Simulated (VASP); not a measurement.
# WS2 (P6_3/mmc) in VASP: settings compared, part 2 of 2

VASP 6.6.1. The steps go on from the part before.

## Step 3: Single point, PBE

This run uses another cell than the first one: it holds 12 atoms, not 6.

INCAR

```
ALGO = Normal
EDIFF = 1E-6
ENCUT = 520
GGA = PE
ISIF = 2
ISMEAR = 0
LASPH = True
LCHARG = False
LREAL = False
LWAVE = False
NBANDS = 64
NELM = 60
PREC = Accurate
SIGMA = 0.05
```

KPOINTS

```
k-points
0
Gamma
  8 4 2
```

POSCAR

```
WS2
1.0
    3.1877810965      0.0000000000      0.0000000000
    0.0000000000      5.5213988226      0.0000000000
    0.0000000000      0.0000000000     14.7749686149
W S
4 8
Direct
    0.0000000000      0.3333333333      0.2500000000
    0.5000000000      0.8333333333      0.2500000000
    0.5000000000      0.1666666667      0.7500000000
    1.0000000000      0.6666666667      0.7500000000
    0.0000000000      0.3333333333      0.6436696728
    0.5000000000      0.8333333333      0.6436696728
    0.5000000000      0.1666666667      0.1436696728
    1.0000000000      0.6666666667      0.1436696728
    0.0000000000      0.3333333333      0.8563303272
    0.5000000000      0.8333333333      0.8563303272
    0.5000000000      0.1666666667      0.3563303272
    1.0000000000      0.6666666667      0.3563303272
```

Potentials or basis: VASP PAW PBE potentials, release 64 (W_sv, S).

Started as:

```console
cat potpaw_PBE.64/W_sv/POTCAR potpaw_PBE.64/S/POTCAR > POTCAR
mpirun -np 1 vasp_std > vasp.out
```

OUTCAR:

```text
EDIFF = 1E-6
   ENCUT = 520
   GGA = PE
   ISIF = 2
   ISMEAR = 0
   LASPH = True
   LREAL = False
   NELM = 60
   PREC = Accurate

 ion  position               nearest neighbor table
   1  0.000  0.333  0.250-   7 2.42  11 2.42   7 2.42  11 2.42   8 2.42  12 2.42   2 3.19   2 3.19
                             2 3.19   2 3.19
   2  0.500  0.833  0.250-   8 2.42  12 2.42   8 2.42  12 2.42  11 2.42   7 2.42   1 3.19   1 3.19
                             1 3.19   1 3.19
   3  0.500  0.167  0.750-   5 2.42   9 2.42   5 2.42   9 2.42   6 2.42  10 2.42   4 3.19   4 3.19
                             4 3.19   4 3.19
   4  0.000  0.667  0.750-   6 2.42  10 2.42   6 2.42  10 2.42   9 2.42   5 2.42   3 3.19   3 3.19
                             3 3.19   3 3.19
   5  0.000  0.333  0.644-   3 2.42   3 2.42   4 2.42
   6  0.500  0.833  0.644-   4 2.42   4 2.42   3 2.42
   7  0.500  0.167  0.144-   1 2.42   1 2.42   2 2.42
   8  0.000  0.667  0.144-   2 2.42   2 2.42   1 2.42
   9  0.000  0.333  0.856-   3 2.42   3 2.42   4 2.42
  10  0.500  0.833  0.856-   4 2.42   4 2.42   3 2.42
  11  0.500  0.167  0.356-   1 2.42   1 2.42   2 2.42
[... 228 lines left out ...]
  band No.  band energies     occupation
      1     -69.4673      2.00000
      2     -69.4673      2.00000
      3     -69.4511      2.00000
      4     -69.4510      2.00000
      5     -33.8748      2.00000
      6     -33.8748      2.00000
[... 1597 lines left out ...]
     63       8.2729      0.00000
     64       8.2729      0.00000

 [... further k-points ...]
[... 5 lines left out ...]
  --------------------------------------------------------------------------------------
  -------------------------------------------------------------------------------------
  Total       -0.0749392     -0.0247990     -0.0218722      0.0000000     -0.0000000      0.0000000
  in kB       -0.4616955     -0.1527851     -0.1347528      0.0000000     -0.0000000      0.0000000
  external PRESSURE =      -0.2497445 kB  Pullay stress =       0.0000000 kB

 VOLUME and BASIS-vectors are now :
 -----------------------------------------------------------------------------
  energy-cutoff  :      520.00
  volume of cell :      260.05
      direct lattice vectors                 reciprocal lattice vectors
     3.187781097  0.000000000  0.000000000     0.313697826  0.000000000  0.000000000
     0.000000000  5.521398823  0.000000000     0.000000000  0.181113524  0.000000000
     0.000000000  0.000000000 14.774968615     0.000000000  0.000000000  0.067682039

 POSITION                                       TOTAL-FORCE (eV/Angst)
 -----------------------------------------------------------------------------------
      0.00000      1.84047      3.69374         0.000000      0.000788     -0.000000
      1.59389      4.60117      3.69374         0.000000      0.000788     -0.000000
      1.59389      0.92023     11.08123        -0.000000     -0.000788     -0.000000
      0.00000      3.68093     11.08123        -0.000000     -0.000788     -0.000000
      0.00000      1.84047      9.51020        -0.000000      0.000406     -0.005516
      1.59389      4.60117      9.51020        -0.000000      0.000406     -0.005516
      1.59389      0.92023      2.12271         0.000000     -0.000406     -0.005516
      0.00000      3.68093      2.12271         0.000000     -0.000406     -0.005516
      0.00000      1.84047     12.65225        -0.000000      0.000406      0.005516
      1.59389      4.60117     12.65225        -0.000000      0.000406      0.005516
      1.59389      0.92023      5.26477         0.000000     -0.000406      0.005516
      0.00000      3.68093      5.26477         0.000000     -0.000406      0.005516
 -----------------------------------------------------------------------------------
    total drift:                                0.000000      0.000000     -0.000000

  FREE ENERGIE OF THE ION-ELECTRON SYSTEM (eV)
  ---------------------------------------------------
  free  energy   TOTEN  =       -94.7251461200 eV

  energy  without entropy=      -94.7251461200  energy(sigma->0) =      -94.72514612
```

Wall time 4 min (1 thread of Intel Xeon 6975P-C (Granite Rapids), shared host); peak memory 0.53 GiB.

What came out:

```
Free energy            : -94.7251 eV
Pressure               : 0.0 GPa
Largest force          : 0.006 eV/Å
Band gap on the k mesh : 1.71 eV
```

Forces on the atoms (eV/Å):
```
W    0.000  0.001  0.000
W    0.000  0.001  0.000
W    0.000 -0.001  0.000
W    0.000 -0.001  0.000
S    0.000  0.000 -0.006
S    0.000  0.000 -0.006
S    0.000  0.000 -0.006
S    0.000  0.000 -0.006
S    0.000  0.000  0.006
S    0.000  0.000  0.006
S    0.000  0.000  0.006
S    0.000  0.000  0.006
```

Levels at points of the mesh, in eV from the valence-band top:
| k point | band 49 | band 50 | band 51 | band 52 | band 53 | band 54 | band 55 | band 56 |
| --- | --- | --- | --- | --- | --- | --- | --- | --- |
| (0.00, 0.00, 0.00) | -1.12 | -1.10 | -0.43 | 0.00 | 2.65 | 2.65 | 2.69 | 2.69 |
| (0.50, 0.00, 0.00) | -0.78 | -0.78 | -0.77 | -0.77 | 2.14 | 2.14 | 2.33 | 2.33 |
| (0.00, 0.50, 0.00) | -1.06 | -1.06 | -1.01 | -1.01 | 1.94 | 1.94 | 2.34 | 2.34 |
| (0.50, 0.50, 0.00) | -1.12 | -1.12 | -1.10 | -1.10 | 2.65 | 2.65 | 2.65 | 2.65 |
| (0.00, 0.00, 0.50) | -1.11 | -1.11 | -0.18 | -0.18 | 2.65 | 2.65 | 2.69 | 2.69 |
| (0.50, 0.00, 0.50) | -0.77 | -0.77 | -0.77 | -0.77 | 2.23 | 2.23 | 2.23 | 2.23 |
| (0.00, 0.50, 0.50) | -1.03 | -1.03 | -1.03 | -1.03 | 2.12 | 2.12 | 2.12 | 2.12 |
| (0.50, 0.50, 0.50) | -1.11 | -1.11 | -1.11 | -1.11 | 2.65 | 2.65 | 2.65 | 2.65 |

Caveat: spin-orbit coupling is left out, which moves the levels of the heavy elements; this functional lacks dispersion, which binds the layers, so the pressure and a relaxed spacing across them are unreliable.

## Step 4: Single point, PBE (strained)

INCAR

```
  PREC = Accurate
  ENCUT = 520
  EDIFF = 1E-7
  ISMEAR = 0
  SIGMA = 0.02
  LREAL = False
  LASPH = True
  NELM = 100
  ALGO = Normal
  ISIF = 2
  LWAVE = False
  LCHARG = True
  GGA = PE
  LELF = True
  LVHAR = True
  NBANDS = 35
```

KPOINTS

```
regular mesh
0
Gamma
  12 12 4
```

POSCAR

```
WS2
1.0
    3.3229724452      0.0000000000      0.0000000000
   -1.6614862226      2.8777785536      0.0000000000
    0.0000000000      0.0000000000     11.9370000000
W S
2 4
Direct
    0.3333333333      0.6666666667      0.2500000000
    0.6666666667      0.3333333333      0.7500000000
    0.3333333333      0.6666666667      0.6297979590
    0.6666666667      0.3333333333      0.1297979590
    0.3333333333      0.6666666667      0.8702020410
    0.6666666667      0.3333333333      0.3702020410
```

Started as:

```console
cat potpaw_PBE.64/W_sv/POTCAR potpaw_PBE.64/S/POTCAR > POTCAR
mpirun -np 1 vasp_std > vasp.out
```

It took 5.3 min on 1 thread of Intel Xeon 6975P-C, shared host; peak memory 0.36 GiB.

The run converged. Its results:

```
Free energy            : -46.6185 eV
Pressure               : 2.6 GPa
Largest force          : 1.798 eV/Å
Band gap on the k mesh : zero (band 26 reaches 7.22 eV, above the bottom of band 27 at 6.96 eV)
```

Forces on the atoms (eV/Å):
```
W    0.000  0.000  0.000
W    0.000  0.000  0.000
S    0.000  0.000 -1.798
S    0.000  0.000 -1.798
S    0.000  0.000  1.798
S    0.000  0.000  1.798
```

Stress tensor (GPa, compression positive):
```
-4.58  0.00  0.00
 0.00 -4.58  0.00
 0.00  0.00 16.87
```

Levels at points of the mesh, in eV from the Fermi level:
| k point | band 23 | band 24 | band 25 | band 26 | band 27 | band 28 | band 29 | band 30 |
| --- | --- | --- | --- | --- | --- | --- | --- | --- |
| (0.00, 0.00, 0.00) | -3.17 | -1.03 | -0.52 | 0.26 | 1.68 | 1.68 | 1.69 | 1.69 |
| (0.50, 0.00, 0.00) | -2.51 | -2.33 | -1.90 | -1.61 | 1.24 | 1.29 | 1.57 | 1.57 |
| (0.00, 0.00, 0.50) | -2.27 | -2.27 | 0.08 | 0.08 | 1.68 | 1.68 | 1.68 | 1.68 |
| (0.50, 0.00, 0.50) | -2.47 | -2.47 | -1.72 | -1.72 | 1.26 | 1.26 | 1.57 | 1.57 |

Caveat: the cell differs from its parent crystal (strained); spin-orbit coupling is left out, which moves the levels of the heavy elements; this functional lacks dispersion, which binds the layers, so the pressure and a relaxed spacing across them are unreliable; forces of over 1 eV/Å act on the atoms, so gaps and moduli don't describe the material at rest.

## Step 5: Single point, LDA (functional LDA, strained)

INCAR

```
ALGO     = Normal         # electronic algorithm
EDIFF    = 1E-7           # SCF threshold, eV
ENCUT    = 520            # plane-wave cutoff, eV
ISIF     = 2              # what is computed and relaxed
ISMEAR   = 0              # smearing method
LASPH    = T              # aspherical terms in the spheres
LCHARG   = T              # write CHGCAR
LELF     = T              # ELF
LREAL    = F              # projectors in reciprocal space
LVHAR    = T            
LWAVE    = F              # write WAVECAR
NBANDS   = 35             # bands
NELM     = 60             # most SCF steps
PREC     = Accurate       # precision mode
SIGMA    = 0.02           # smearing width, eV
```

KPOINTS

```
k-points
0
Gamma
  12 12 4
```

POSCAR

```
WS2
1.0
    3.0667916726      0.0000000000      0.0000000000
   -1.5333958363      2.6559194966      0.0000000000
    0.0000000000      0.0000000000     12.0550000000
W S
2 4
Direct
    0.3333333333      0.6666666667      0.2500000000
    0.6666666667      0.3333333333      0.7500000000
    0.3333333333      0.6666666667      0.6200000000
    0.6666666667      0.3333333333      0.1200000000
    0.3333333333      0.6666666667      0.8800000000
    0.6666666667      0.3333333333      0.3800000000
```

Potentials or basis: VASP PAW LDA potentials, release 64 (W_sv, S).

Started as:

```console
cat potpaw_LDA.64/W_sv/POTCAR potpaw_LDA.64/S/POTCAR > POTCAR
mpirun -np 1 vasp_std > vasp.out
```

Wall time 3.3 min (1 thread of Intel Xeon 6975P-C, shared host); peak memory 0.29 GiB.

Results (log left out):

| Property | Result |
| --- | --- |
| Free energy | -52.4203 eV |
| Pressure | 7.4 GPa |
| Largest force | 0.405 eV/Å |
| Band gap on the k mesh | 0.82 eV, indirect (least direct gap 2.13 eV) |

Forces on the atoms (eV/Å):
```
W    0.000  0.000  0.000
W    0.000  0.000  0.000
S    0.000  0.000 -0.405
S    0.000  0.000 -0.405
S    0.000  0.000  0.405
S    0.000  0.000  0.405
```

Stress tensor (GPa, compression positive):
```
8.62 0.00 0.00
0.00 8.62 0.00
0.00 0.00 4.87
```

Levels at points of the mesh, in eV from the valence-band top:
| k point | band 22 | band 23 | band 24 | band 25 | band 26 | band 27 | band 28 | band 29 | band 30 | band 31 |
| --- | --- | --- | --- | --- | --- | --- | --- | --- | --- | --- |
| (0.00, 0.00, 0.00) | -2.08 | -2.08 | -1.61 | -1.46 | 0.00 | 2.54 | 2.54 | 2.55 | 2.55 | 2.59 |
| (0.50, 0.00, 0.00) | -2.90 | -1.81 | -1.78 | -1.60 | -1.54 | 2.68 | 2.68 | 2.73 | 3.17 | 3.23 |
| (0.00, 0.00, 0.50) | -2.11 | -2.11 | -2.11 | -0.37 | -0.37 | 2.53 | 2.53 | 2.53 | 2.53 | 2.73 |
| (0.50, 0.00, 0.50) | -3.07 | -1.67 | -1.67 | -1.67 | -1.67 | 2.70 | 2.70 | 2.99 | 2.99 | 3.51 |

Caveat: the cell differs from its parent crystal (functional LDA, strained); spin-orbit coupling is left out, which moves the levels of the heavy elements.

## Step 6: Single point, PBE (strained)

INCAR

```
PREC = Accurate ; ENCUT = 520
EDIFF = 1E-6 ; ISMEAR = 0
SIGMA = 0.02 ; LREAL = F
LASPH = T ; NELM = 60
ALGO = Normal ; ISIF = 2
LWAVE = F ; LCHARG = F
GGA = PE ; NBANDS = 35
```

KPOINTS

```
Automatic mesh
0
Gamma
  12 12 4
```

POSCAR

```
WS2
1.0
    3.1394546648      0.0000000000      0.0000000000
   -1.5697273324      2.7188474937      0.0000000000
    0.0000000000      0.0000000000     11.5906250000
W S
2 4
Direct
    0.3333333333      0.6666666667      0.2500000000
    0.6666666667      0.3333333333      0.7500000000
    0.3333333333      0.6666666667      0.6229393877
    0.6666666667      0.3333333333      0.1229393877
    0.3333333333      0.6666666667      0.8770606123
    0.6666666667      0.3333333333      0.3770606123
```

Potentials or basis: VASP PAW PBE potentials, release 64 (W_sv, S).

Started as:

```console
cat potpaw_PBE.64/W_sv/POTCAR potpaw_PBE.64/S/POTCAR > POTCAR
mpirun -np 1 vasp_std > vasp.out
```

It took 3.2 min on 1 thread of Intel Xeon 6975P-C, shared host; peak memory 0.31 GiB.

Results (log left out):

| Item | Value |
| --- | --- |
| Free energy | -46.5125 eV |
| Pressure | 20.1 GPa |
| Largest force | 2.391 eV/Å |
| Band gap on the k mesh | 0.43 eV, indirect (least direct gap 1.59 eV) |

Forces on the atoms (eV/Å):
```
W    0.000  0.000  0.000
W    0.000  0.000  0.000
S    0.000  0.000 -2.391
S    0.000  0.000 -2.391
S    0.000  0.000  2.391
S    0.000  0.000  2.391
```

Stress tensor (GPa, compression positive):
```
15.58  0.00  0.00
 0.00 15.58  0.00
 0.00  0.00 29.11
```

Levels at points of the mesh, in eV from the valence-band top:
```tsv
k point	band 22	band 23	band 24	band 25	band 26	band 27	band 28	band 29	band 30	band 31
(0.00, 0.00, 0.00)	-3.16	-3.16	-1.45	-1.43	0.00	1.83	1.83	1.84	1.84	2.13
(0.50, 0.00, 0.00)	-3.04	-2.84	-2.57	-2.36	-2.02	1.71	1.78	2.23	2.40	2.92
(0.00, 0.00, 0.50)	-3.20	-3.18	-3.18	-0.31	-0.31	1.82	1.82	1.82	1.82	2.29
(0.50, 0.00, 0.50)	-3.23	-2.71	-2.71	-2.15	-2.15	1.74	1.74	2.34	2.34	3.19
```

Caveat: the cell differs from its parent crystal (strained); spin-orbit coupling is left out, which moves the levels of the heavy elements; forces of over 1 eV/Å act on the atoms, so gaps and moduli don't describe the material at rest. A k mesh can miss the band edges.

## Step 7: The runs side by side

| level | potentials or basis | cell | k mesh | smearing | gap on the mesh (eV) | pressure (GPa) | largest force (eV/Å) |
| --- | --- | --- | --- | --- | --- | --- | --- |
| PBE | VASP PAW PBE potentials, release 64 (W_sv, S) | a = 3.180, b = 3.180, c = 12.500 Å, angles 90.0, 90.0, 120.0°, 6 atoms | 6 × 6 × 2 | gaussian 0.1 eV | 1.01 | -3.7 | 1.05 |
| PBE | VASP PAW PBE potentials, release 64 (W_sv, S) | a = 3.188, b = 5.521, c = 14.775 Å, 12 atoms | 8 × 4 × 2 | gaussian 0.05 eV | 1.71 | 0.0 | 0.01 |
| PBE | VASP PAW PBE potentials, release 64 (W_sv, S) | a = 3.323, b = 3.323, c = 11.937 Å, angles 90.0, 90.0, 120.0°, 6 atoms | 12 × 12 × 4 | gaussian 0.02 eV | none | 2.6 | 1.80 |
| LDA | VASP PAW LDA potentials, release 64 (W_sv, S) | a = 3.067, b = 3.067, c = 12.055 Å, angles 90.0, 90.0, 120.0°, 6 atoms | 12 × 12 × 4 | gaussian 0.02 eV | 0.82 | 7.4 | 0.41 |
| PBE | VASP PAW PBE potentials, release 64 (W_sv, S) | a = 3.139, b = 3.139, c = 11.591 Å, angles 90.0, 90.0, 120.0°, 6 atoms | 12 × 12 × 4 | gaussian 0.02 eV | 0.43 | 20.1 | 2.39 |

Alike in all rows: task single point; no spin polarisation; cutoff (eV) 520.

Caveats: spin-orbit coupling is left out, which moves the levels of the heavy elements; this functional lacks dispersion, which binds the layers, so the pressure and a relaxed spacing across them are unreliable (some runs); forces of over 1 eV/Å act on the atoms, so gaps and moduli don't describe the material at rest (some runs).

Total energies depend on the potentials used, so only differences within one code and one set of settings carry meaning.
